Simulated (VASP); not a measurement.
Runs of VASP 6.6.1 on SiC. The cells are those of the table. 

```csv
task,cell,k mesh,smearing,gap on the mesh (eV),pressure (GPa),largest force (eV/Å)
single point,"a = 5.822, b = 5.849, c = 5.422 Å, angles 92.7, 93.4, 87.5°, 16 atoms","1 × 1 × 1, shifted",fermi-dirac 0.05 eV,1.48,-6.7,2.01
single point,"a = 5.822, b = 5.849, c = 5.422 Å, angles 92.7, 93.4, 87.5°, 16 atoms","1 × 1 × 1, shifted",fermi-dirac 0.1379 eV,(b),0.7,6.10
single point,"a = 5.822, b = 5.849, c = 5.422 Å, angles 92.7, 93.4, 87.5°, 16 atoms","1 × 1 × 1, shifted",fermi-dirac 0.3447 eV,0.26,8.8,11.03
single point,"a = 5.567, b = 6.084, c = 5.223 Å, angles 89.0, 94.5, 86.7°, 16 atoms","2 × 2 × 3, shifted",gaussian 0.1 eV,(a),0.0,0.05
single point,"a = 5.822, b = 5.849, c = 5.422 Å, angles 92.7, 93.4, 87.5°, 16 atoms","1 × 1 × 1, shifted",fermi-dirac 0.2482 eV,0.62,4.1,6.67
```

Alike in all rows: level PBE; potentials or basis VASP PAW PBE potentials, release 64 (Si, C); no spin polarisation; cutoff (eV) 520.

Q: Fill in the values left out.

A: (a) 0.55; (b) 0.65.

Caveats: all runs use coarse meshes.

A k mesh can miss the band edges.
